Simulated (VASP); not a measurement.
# TeW (P6_3/mmc) in VASP: single point with PBE

Aim: the single point of TeW with PBE.

Everything below comes from runs of VASP 6.6.1. Logs are shortened: lines on timing, memory, paths and dates and some standing lists are left out, and cuts for length are marked.

## Step 1: The cell of the first run

Symmetry: P6_3/mmc, No. 194, hexagonal system. The conventional cell has a = 4.426 Å, b = 4.426 Å, c = 5.144 Å, α = 90.00°, β = 90.00°, γ = 120.00°. Te (site symmetry -6m2) has 6 W at 2.86 Å and 6 Te at 3.63 Å within 3.8 Å. Within 3.4 Å of W (site symmetry -3m) lie 2 W at 2.57 Å and 6 Te at 2.86 Å.

## Step 2: Single point, PBE

Input file INCAR:

```
SYSTEM = TeW
ALGO = Normal
EDIFF = 1E-6
ENCUT = 500
GGA = PE
GGA_COMPAT = .FALSE.
ISIF = 2
ISMEAR = 0
LASPH = .TRUE.
LCHARG = .FALSE.
LREAL = .FALSE.
LWAVE = .FALSE.
NBANDS = 28
NELM = 120
PREC = Accurate
SIGMA = 0.2
```

Input file KPOINTS:

```
k-points
0
G
  5 5 3
  0 0 0
```

Input file POSCAR:

```
TeW
1.0
    4.4264653443      0.0000000000      0.0000000000
   -2.2132326721      3.8334314371      0.0000000000
    0.0000000000      0.0000000000      5.1435592211
Te W
2 2
Direct
    0.6666666667      0.3333333333      0.7500000000
    0.3333333333      0.6666666667      0.2500000000
    0.0000000000      0.0000000000      0.5000000000
    0.0000000000      0.0000000000      0.0000000000
```

Potentials or basis: VASP PAW PBE potentials, release 64 (Te, W_sv).

Started as:

```console
cat potpaw_PBE.64/Te/POTCAR potpaw_PBE.64/W_sv/POTCAR > POTCAR
mpirun -np 1 vasp_std > vasp.out
```

OUTCAR:

```text
SYSTEM = TeW
   EDIFF = 1E-6
   ENCUT = 500
   GGA = PE
   ISIF = 2
   ISMEAR = 0
   LASPH = .TRUE.
   LREAL = .FALSE.
   NELM = 120
   PREC = Accurate

 ion  position               nearest neighbor table
   1  0.667  0.333  0.750-   3 2.86   4 2.86   3 2.86   4 2.86   3 2.86   4 2.86   2 3.63   2 3.63
                             2 3.63   2 3.63   2 3.63   2 3.63
   2  0.333  0.667  0.250-   3 2.86   4 2.86   3 2.86   4 2.86   3 2.86   4 2.86   1 3.63   1 3.63
                             1 3.63   1 3.63   1 3.63   1 3.63
   3  0.000  0.000  0.500-   4 2.57   4 2.57   1 2.86   2 2.86   2 2.86   1 2.86   1 2.86   2 2.86

   4  0.000  0.000  0.000-   3 2.57   3 2.57   1 2.86   2 2.86   2 2.86   1 2.86   1 2.86   2 2.86

  LATTYP: Found a hexagonal cell.
 ALAT       =     4.4264653443
 C/A-ratio  =     1.1620014664

  Lattice vectors:

 A1 = (   4.4264653443,   0.0000000000,   0.0000000000)
 A2 = (  -2.2132326721,   3.8334314371,   0.0000000000)
 A3 = (   0.0000000000,   0.0000000000,   5.1435592211)

Analysis of symmetry for initial positions (statically):
=====================================================================
 Subroutine PRICEL returns:
 Original cell was already a primitive cell.

 Routine SETGRP: Setting up the symmetry group for a
 hexagonal supercell.

 Subroutine GETGRP returns: Found 24 space group operations
 (whereof 12 operations were pure point group operations)
 out of a pool of 24 trial point group operations.

The static configuration has the point symmetry D_3d.
 The point group associated with its full space group is D_6h.

Analysis of symmetry for dynamics (positions and initial velocities):
=====================================================================
 Subroutine PRICEL returns:
 Original cell was already a primitive cell.

 Routine SETGRP: Setting up the symmetry group for a
 hexagonal supercell.

 Subroutine GETGRP returns: Found 24 space group operations
 (whereof 12 operations were pure point group operations)
 out of a pool of 24 trial point group operations.

The dynamic configuration has the point symmetry D_3d.
 The point group associated with its full space group is D_6h.

 Subroutine INISYM returns: Found 24 space group operations
 (whereof 12 operations are pure point group operations),
 and found     1 'primitive' translations

----------------------------------------------------------------------------------------

                                     Primitive cell

  volume of cell :      87.2787

  direct lattice vectors                    reciprocal lattice vectors
     4.426465344  0.000000000  0.000000000     0.225913889  0.130431445  0.000000000
    -2.213232672  3.833431437  0.000000000     0.000000000  0.260862889  0.000000000
     0.000000000  0.000000000  5.143559221     0.000000000  0.000000000  0.194417903

  length of vectors
     4.426465344  4.426465344  5.143559221     0.260862889  0.260862889  0.194417903

  position of ions in fractional coordinates (direct lattice)
     0.666666667  0.333333333  0.750000000
     0.333333333  0.666666667  0.250000000
     0.000000000  0.000000000  0.500000000
     0.000000000  0.000000000  0.000000000

  ion indices of the primitive-cell ions
   primitive index   ion index
                 1           1
                 2           2
                 3           3
                 4           4

----------------------------------------------------------------------------------------

 KPOINTS: k-points

Automatic generation of k-mesh.
 Grid dimensions read from file:
 generate k-points for:    5    5    3

 Generating k-lattice:

  Cartesian coordinates                     Fractional coordinates (reciprocal lattice)
     0.045182778  0.026086289  0.000000000     0.200000000  0.000000000  0.000000000
     0.000000000  0.052172578  0.000000000     0.000000000  0.200000000  0.000000000
     0.000000000  0.000000000  0.064805968     0.000000000  0.000000000  0.333333333

  Length of vectors
     0.052172578  0.052172578  0.064805968

  Shift w.r.t. Gamma in fractional coordinates (k-lattice)
     0.000000000  0.000000000  0.000000000

 Subroutine IBZKPT returns following result:
 ===========================================

 Found     10 irreducible k-points:

 Following reciprocal coordinates:
            Coordinates               Weight
  0.000000  0.000000  0.000000      1.000000
  0.200000  0.000000  0.000000      6.000000
  0.400000  0.000000  0.000000      6.000000
  0.200000  0.200000  0.000000      6.000000
  0.400000  0.200000  0.000000      6.000000
  0.000000  0.000000  0.333333      2.000000
  0.200000  0.000000  0.333333     12.000000
  0.400000  0.000000  0.333333     12.000000
  0.200000  0.200000  0.333333     12.000000
  0.400000  0.200000  0.333333     12.000000
   k-points           NKPTS =     10   k-points in BZ     NKDIM =     10   number of bands    NBANDS=     28
   number of dos      NEDOS =    301   number of ions     NIONS =      4
   total plane-waves  NPLWV =  40960
   dimension x,y,z NGX =    32 NGY =   32 NGZ =   40
   dimension x,y,z NGXF=    64 NGYF=   64 NGZF=   80
   ions per type =               2   2
   NGX,Y,Z   is equivalent  to a cutoff of  12.02, 12.02, 12.93 a.u.
   NGXF,Y,Z  is equivalent  to a cutoff of  24.04, 24.04, 25.86 a.u.
 SYSTEM =  TeW
   PREC   = accura    normal or accurate (medium, high low for compatibility)
   ISTART =      0    job   : 0-new  1-cont  2-samecut
   ICHARG =      2    charge: 1-file 2-atom 10-const
   ISPIN  =      1    spin polarized calculation?
   LNONCOLLINEAR =      F non collinear calculations
   LSORBIT =      F    spin-orbit coupling
   LASPH  =      T    aspherical Exc in radial PAW
   ENCUT  =  500.0 eV  36.75 Ry    6.06 a.u.   8.07  8.07  9.38*2*pi/ulx,y,z
   NELM   =    120;   NELMIN=  2; NELMDL= -5     # of ELM steps
   EDIFF  = 0.1E-05   stopping-criterion for ELM
   LREAL  =      F    real-space projection
   EDIFFG = 0.1E-04   stopping-criterion for IOM
   NSW    =      0    number of steps for IOM
   IBRION =     -1    ionic relax: 0-MD 1-quasi-New 2-CG
   NFREE  =      0    steps in history (QN), initial steepest desc. (CG)
   ISIF   =      2    stress and relaxation
   ISYM   =      2    0-nonsym 1-usesym 2-fastsym
   POTIM  = 0.5000    time-step for ionic-motion
   TEBEG  =    0.0;   TEEND  =   0.0 temperature during run
   PSTRESS=    0.0 pullay stress
   NELECT =      40.0000    total number of electrons
   NUPDOWN=      -1.0000    fix difference up-down
   EMIN   =  10.00;   EMAX   =-10.00  energy-range for DOS
   EFERMI =   0.00;   METHOD = LEGACY
   ISMEAR =     0;   SIGMA  =   0.20  broadening in eV -4-tet -1-fermi 0-gaus
   EFERMI_NEDOS =   21; number of points for ismear=-14 and -15
   IALGO  =     38    algorithm
   IMIX   =      4    mixing-type and parameters
     AMIX     =   0.40;   BMIX     =  1.00
     AMIX_MAG =   1.60;   BMIX_MAG =  1.00
  volume/ion in A,a.u.               =      21.82       147.25
  Fermi-wavevector in a.u.,A,eV,Ry     =   1.262192  2.385196 21.675821  1.593128
  Thomas-Fermi vector in A             =   2.395612
   LORBIT       =      0    0 simple, 1 ext, 2 COOP (PROOUT), +10 PAW based schemes
   GGA     = PE    functional components
   LHFCALC =     F    Hartree Fock is set to
   AEXX    =    0.0000 exact exchange contribution
   IVDW    =     0    specifies the selected vdW correction
   LEPSILON=     F    determine dielectric tensor
   LRPA    =     F    only Hartree local field effects (RPA)
 non-spin polarized calculation
 Gauss-broadening in eV      SIGMA  =   0.20
  energy-cutoff  :      500.00
  volume of cell :       87.28
 maximum number of plane-waves:      2227
   NGX = 17   NGY = 17   NGZ = 19

 number of electron      39.9999994 magnetization

 Free energy of the ion-electron system (eV)
  ---------------------------------------------------
  ext. energy  EPLUGINS =         0.00000000
  ---------------------------------------------------
  free energy    TOTEN  =       -29.62938465 eV

  energy without entropy =      -29.54423950  energy(sigma->0) =      -29.58681207

 E-fermi :   9.9423     XC(G=0): -11.3563

 val. band max:        9.9026727079   @ k =   0.2000   0.2000   0.0000
 cond. band min:       9.9789480474   @ k =   0.4000   0.2000   0.3333
 fundamental gap:      0.0762753395
 Fermi energy:         9.9422616480

 k-point     1 :       0.0000    0.0000    0.0000
  band No.  band energies     occupation
      1     -64.3285      2.00000
      2     -64.2000      2.00000
      3     -29.4236      2.00000
      4     -28.5769      2.00000
      5     -28.5769      2.00000
      6     -28.3896      2.00000
[... 20 lines left out ...]
     27      14.1276      0.00000
     28      14.4273      0.00000

 k-point     2 :       0.2000    0.0000    0.0000
  band No.  band energies     occupation
      1     -64.3285      2.00000
      2     -64.2000      2.00000
      3     -29.4227      2.00000
      4     -28.5814      2.00000
      5     -28.5781      2.00000
      6     -28.3920      2.00000
[... 20 lines left out ...]
     27      13.3384      0.00000
     28      14.1618      0.00000

 k-point     3 :       0.4000    0.0000    0.0000
  band No.  band energies     occupation
      1     -64.3284      2.00000
      2     -64.2000      2.00000
      3     -29.4212      2.00000
      4     -28.5887      2.00000
      5     -28.5799      2.00000
      6     -28.3959      2.00000
[... 20 lines left out ...]
     27      14.0499      0.00000
     28      14.6780      0.00000

 k-point     4 :       0.2000    0.2000    0.0000
  band No.  band energies     occupation
      1     -64.3284      2.00000
      2     -64.2000      2.00000
      3     -29.4215      2.00000
      4     -28.5861      2.00000
      5     -28.5807      2.00000
      6     -28.3945      2.00000
[... 144 lines left out ...]
     27      13.3495      0.00000
     28      14.7469      0.00000

 k-point     9 :       0.2000    0.2000    0.3333
  band No.  band energies     occupation
      1     -64.2965      2.00000
      2     -64.2323      2.00000
      3     -29.0625      2.00000
      4     -28.5389      2.00000
      5     -28.5340      2.00000
      6     -28.4431      2.00000
[... 20 lines left out ...]
     27      14.3012      0.00000
     28      14.5709      0.00000

 k-point    10 :       0.4000    0.2000    0.3333
  band No.  band energies     occupation
      1     -64.2965      2.00000
      2     -64.2323      2.00000
      3     -29.0619      2.00000
      4     -28.5409      2.00000
      5     -28.5360      2.00000
      6     -28.4445      2.00000
[... 20 lines left out ...]
     27      14.3076      0.00000
     28      14.5040      0.00000

------------------------ aborting loop because EDIFF is reached ----------------------------------------

  FORCE on cell =-STRESS in cart. coord.  units (eV):
  Direction    XX          YY          ZZ          XY          YZ          ZX
  --------------------------------------------------------------------------------------
  -------------------------------------------------------------------------------------
  Total        0.2175945      0.2175945      0.3235767      0.0000000     -0.0000000      0.0000000
  in kB        3.9943852      3.9943852      5.9399016      0.0000000     -0.0000000      0.0000000
  external PRESSURE =       4.6428907 kB  Pullay stress =       0.0000000 kB

 VOLUME and BASIS-vectors are now :
 -----------------------------------------------------------------------------
  energy-cutoff  :      500.00
  volume of cell :       87.28
      direct lattice vectors                 reciprocal lattice vectors
     4.426465344  0.000000000  0.000000000     0.225913889  0.130431445  0.000000000
    -2.213232672  3.833431437  0.000000000     0.000000000  0.260862889  0.000000000
     0.000000000  0.000000000  5.143559221     0.000000000  0.000000000  0.194417903

 POSITION                                       TOTAL-FORCE (eV/Angst)
 -----------------------------------------------------------------------------------
      2.21323      1.27781      3.85767         0.000000     -0.000000      0.000000
     -0.00000      2.55562      1.28589        -0.000000      0.000000      0.000000
      0.00000      0.00000      2.57178        -0.000000      0.000000      0.000000
      0.00000      0.00000      0.00000        -0.000000      0.000000      0.000000
 -----------------------------------------------------------------------------------
    total drift:                               -0.000000      0.000000      0.000000

  FREE ENERGIE OF THE ION-ELECTRON SYSTEM (eV)
  ---------------------------------------------------
  free  energy   TOTEN  =       -29.6293846527 eV

  energy  without entropy=      -29.5442394951  energy(sigma->0) =      -29.58681207
```

Run time: 18 s. Hardware: 1 thread of AMD EPYC 7R13 (Zen 3), shared host; peak memory 0.16 GiB.

Results:

```
Free energy            : -29.6294 eV
Pressure               : 0.5 GPa
Band gap on the k mesh : zero (bands 20 and 21 overlap by 0.63 eV)
```

Caveat: the k points lie up to 0.41 Å⁻¹ apart, too coarse for converged energies and pressures of a metal; spin-orbit coupling is left out, which moves the levels of the heavy elements.

The gap in the log of VASP goes by the Fermi energy; the results here count the filled bands.